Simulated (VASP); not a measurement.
A run of VASP 6.6.1:

File INCAR:

```
PREC = Accurate
ENCUT = 520
EDIFF = 1E-6
ISMEAR = -1
SIGMA = 0.08
LREAL = F
LASPH = T
NELM = 80
ALGO = Normal
ISIF = 2
LWAVE = F
LCHARG = F
GGA = PS
NBANDS = 22
```

File KPOINTS:

```
Automatic mesh
0
Gamma
  14 10 14
```

POSCAR

```
Rh
1.0
   -1.8904381982      1.8904381982      0.0000000000
    0.0000000000      0.0000000000      3.7808763964
    1.8904381982      1.8904381982      0.0000000000
Rh
2
Direct
    0.0000000000      0.0000000000      0.0000000000
    0.5000000000      0.5000000000      0.5000000000
```

Potentials or basis: VASP PAW PBE potentials, release 64 (Rh_pv).

Launch:

```bash
$ cat potpaw_PBE.64/Rh_pv/POTCAR > POTCAR
$ mpirun -np 1 vasp_std > vasp.out
```

Hardware: 1 thread of Intel(R) Xeon(R) Platinum 8488C (Sapphire Rapids) (shared host).

**Question.** Estimate the wall time of this run.

**Answer.** Run time: 45 s on 1 thread of Intel(R) Xeon(R) Platinum 8488C (Sapphire Rapids), with other jobs on the host, peak memory 0.21 GiB. Counts: scf iterations 11, k points 216.
